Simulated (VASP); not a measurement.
# HfB2 (P6/mmm) in VASP: further runs, part 2 of 2

VASP 6.6.1. The steps go on from the part before.

## Step 4: Single point, LDA

This run uses another cell than the first one, of 9.51 Å³/atom.

Contents of INCAR:

```
  PREC = Accurate
  ENCUT = 500
  EDIFF = 1E-6
  ISMEAR = 0
  SIGMA = 0.1
  LREAL = False
  LASPH = True
  NELM = 120
  ALGO = Normal
  ISIF = 2
  LWAVE = False
  LCHARG = True
  GGA = CA
  LELF = True
  LVHAR = True
  NBANDS = 15
  GGA_COMPAT = False
```

Contents of KPOINTS:

```
Automatic mesh
0
Gamma
  15 15 10
```

Contents of POSCAR:

```
HfB2
1.0
    3.1036745158      0.0000000000      0.0000000000
   -1.5518372579      2.6878609758      0.0000000000
    0.0000000000      0.0000000000      3.4202793460
Hf B
1 2
Direct
    0.0000000000      0.0000000000      0.0000000000
    0.3333333333      0.6666666667      0.5000000000
    0.6666666667      0.3333333333      0.5000000000
```

Potentials or basis: VASP PAW LDA potentials, release 64 (Hf_pv, B).

Started as:

```console
$ cat potpaw_LDA.64/Hf_pv/POTCAR potpaw_LDA.64/B/POTCAR > POTCAR
$ mpirun -np 1 vasp_std > vasp.out
```

OUTCAR:

```text
PREC = Accurate
   ENCUT = 500
   EDIFF = 1E-6
   ISMEAR = 0
   LREAL = False
   LASPH = True
   NELM = 120
   ISIF = 2
   GGA = CA

 ion  position               nearest neighbor table
   1  0.000  0.000  0.000-   2 2.48   3 2.48   2 2.48   3 2.48   3 2.48   3 2.48   2 2.48   2 2.48
                             3 2.48   3 2.48   2 2.48   2 2.48
   2  0.333  0.667  0.500-   3 1.79   3 1.79   3 1.79   1 2.48   1 2.48   1 2.48   1 2.48   1 2.48
                             1 2.48
   3  0.667  0.333  0.500-   2 1.79   2 1.79   2 1.79   1 2.48   1 2.48   1 2.48   1 2.48   1 2.48
                             1 2.48

  LATTYP: Found a hexagonal cell.
[... 631 lines left out ...]
  --------------------------------------------------------------------------------------
  -------------------------------------------------------------------------------------
  Total        0.0931694      0.0931694      0.1926725      0.0000000      0.0000000     -0.0000000
  in kB        5.2316578      5.2316578     10.8189686      0.0000000      0.0000000     -0.0000000
  external PRESSURE =       7.0940947 kB  Pullay stress =       0.0000000 kB

 VOLUME and BASIS-vectors are now :
 -----------------------------------------------------------------------------
  energy-cutoff  :      500.00
  volume of cell :       28.53
      direct lattice vectors                 reciprocal lattice vectors
     3.103674516  0.000000000  0.000000000     0.322198734  0.186021526  0.000000000
    -1.551837258  2.687860976  0.000000000     0.000000000  0.372043052  0.000000000
     0.000000000  0.000000000  3.420279346     0.000000000  0.000000000  0.292373780

 POSITION                                       TOTAL-FORCE (eV/Angst)
 -----------------------------------------------------------------------------------
      0.00000      0.00000      0.00000        -0.000000      0.000000      0.000000
     -0.00000      1.79191      1.71014        -0.000000      0.000000      0.000000
      1.55184      0.89595      1.71014         0.000000     -0.000000      0.000000
 -----------------------------------------------------------------------------------
    total drift:                               -0.000000      0.000000      0.000000

  FREE ENERGIE OF THE ION-ELECTRON SYSTEM (eV)
  ---------------------------------------------------
  free  energy   TOTEN  =       -28.9563072739 eV

  energy  without entropy=      -28.9556767200  energy(sigma->0) =      -28.95599200
```

OSZICAR:

```text
N       E                     dE             d eps       ncg     rms          rms(c)
DAV:   1     0.258518552326E+02    0.25852E+02   -0.78752E+03  4860   0.986E+02
DAV:   2    -0.299685195339E+02   -0.55820E+02   -0.52379E+02  6431   0.217E+02
DAV:   3    -0.314708374941E+02   -0.15023E+01   -0.14910E+01  6337   0.265E+01
DAV:   4    -0.314766500789E+02   -0.58126E-02   -0.58114E-02  5770   0.201E+00
DAV:   5    -0.314766826952E+02   -0.32616E-04   -0.32616E-04  6246   0.132E-01    0.570E+01
DAV:   6    -0.290879744415E+02    0.23887E+01   -0.28950E+00  5882   0.125E+01    0.416E+01
DAV:   7    -0.290324663207E+02    0.55508E-01   -0.97352E-01  6274   0.722E+00    0.120E+01
DAV:   8    -0.289617669239E+02    0.70699E-01   -0.26898E-01  5749   0.397E+00    0.170E+00
DAV:   9    -0.289566586986E+02    0.51082E-02   -0.23390E-02  5686   0.124E+00    0.484E-01
DAV:  10    -0.289563018812E+02    0.35682E-03   -0.10792E-03  6183   0.283E-01    0.255E-01
DAV:  11    -0.289563091339E+02   -0.72527E-05   -0.73010E-05  5798   0.636E-02    0.862E-02
DAV:  12    -0.289563072762E+02    0.18577E-05   -0.33138E-06  5861   0.133E-02    0.860E-03
DAV:  13    -0.289563072739E+02    0.22681E-08   -0.25153E-07  3109   0.412E-03
   1 F= -.28956307E+02 E0= -.28955992E+02  d E =-.630554E-03
```

stdout:

```text
POSCAR found type information on POSCAR HfB
 POSCAR found :  2 types and       3 ions
 scaLAPACK will be used
 LDA part: xc-table for (Slater(with rela. corr.)+CA(PZ))
 , standard interpolation
 POSCAR, INCAR and KPOINTS ok, starting setup
 FFT: planning ... GRIDC
 FFT: planning ... GRID_SOFT
 FFT: planning ... GRID
 WAVECAR not read
 entering main loop
```

Wall time 78 s (1 thread of Intel Xeon 8259CL, shared host); peak memory 0.18 GiB.

What came out:

| Quantity | Value |
| --- | --- |
| Free energy | -28.9563 eV |
| Pressure | 0.7 GPa |
| Band gap on the k mesh | zero (bands 8 and 9 overlap by 1.17 eV) |

Levels at points of the mesh, in eV from the Fermi level:
| k point | band 4 | band 5 | band 6 | band 7 | band 8 | band 9 | band 10 | band 11 | band 12 | band 13 |
| --- | --- | --- | --- | --- | --- | --- | --- | --- | --- | --- |
| (0.00, 0.00, 0.00) | -13.77 | -3.06 | -2.99 | -2.99 | -2.60 | 4.16 | 4.16 | 4.89 | 4.89 | 5.19 |
| (0.00, 0.00, 0.50) | -11.10 | -8.41 | -1.18 | -1.18 | 0.26 | 0.26 | 1.01 | 1.01 | 2.39 | 5.19 |

Caveat: spin-orbit coupling is left out, which moves the levels of the heavy elements.

## Step 5: Single point, LDA

This run uses another cell than the first one, of 9.51 Å³/atom.

Contents of INCAR:

```
PREC = Accurate ; ENCUT = 500
EDIFF = 1E-6 ; ISMEAR = -1
SIGMA = 0.15 ; LREAL = F
LASPH = T ; NELM = 120
ALGO = Normal ; ISIF = 2
LWAVE = F ; LCHARG = T
GGA = CA ; LELF = T
LVHAR = T ; NBANDS = 15
GGA_COMPAT = F
```

Contents of KPOINTS:

```
regular mesh
0
Gamma
  15 15 10
```

Contents of POSCAR:

```
HfB2
1.0
    3.1036870667      0.0000000000      0.0000000000
   -1.5518435333      2.6878718451      0.0000000000
    0.0000000000      0.0000000000      3.4210505208
Hf B
1 2
Direct
    0.0000000000      0.0000000000      0.0000000000
    0.3333333333      0.6666666667      0.5000000000
    0.6666666667      0.3333333333      0.5000000000
```

Started as:

```console
$ cat potpaw_LDA.64/Hf_pv/POTCAR potpaw_LDA.64/B/POTCAR > POTCAR
$ mpirun -np 1 vasp_std > vasp.out
```

It took 74 s on 1 thread of Intel Xeon 8259CL, shared host; peak memory 0.19 GiB.

The run converged. Its results:

```
Free energy            : -28.9632 eV
Pressure               : 0.7 GPa
Band gap on the k mesh : zero (bands 8 and 9 overlap by 1.17 eV)
```

Stress tensor (GPa, compression positive):
```
0.52 0.00 0.00
0.00 0.52 0.00
0.00 0.00 1.07
```

Levels at points of the mesh, in eV from the Fermi level:
```csv
k point,band 5,band 6,band 7,band 8,band 9,band 10,band 11,band 12
"(0.00, 0.00, 0.00)",-3.06,-2.99,-2.99,-2.60,4.16,4.16,4.88,4.88
"(0.00, 0.00, 0.50)",-8.41,-1.18,-1.18,0.26,0.26,1.00,1.00,2.38
```

Caveat: spin-orbit coupling is left out, which moves the levels of the heavy elements.

## Step 6: The runs side by side

```tsv
cell	k mesh	smearing	gap on the mesh (eV)	pressure (GPa)
a = 3.133, b = 3.133, c = 3.479 Å, angles 90.0, 90.0, 120.0°, 3 atoms	6 × 6 × 6	gaussian 0.1 eV	none	-8.3
a = 3.105, b = 3.105, c = 3.418 Å, angles 90.0, 90.0, 120.0°, 3 atoms	9 × 9 × 6	gaussian 0.1 eV	none	0.7
a = 3.104, b = 3.104, c = 3.420 Å, angles 90.0, 90.0, 120.0°, 3 atoms	15 × 15 × 10	gaussian 0.1 eV	none	0.7
a = 3.104, b = 3.104, c = 3.421 Å, angles 90.0, 90.0, 120.0°, 3 atoms	15 × 15 × 10	fermi-dirac 0.15 eV	none	0.7
```

Alike in all rows: task single point; level LDA; potentials or basis VASP PAW LDA potentials, release 64 (Hf_pv, B); no spin polarisation; cutoff (eV) 500.

Caveats: some runs use coarse meshes; spin-orbit coupling is left out, which moves the levels of the heavy elements.

Absolute energies hang on the potentials; compare differences alone.
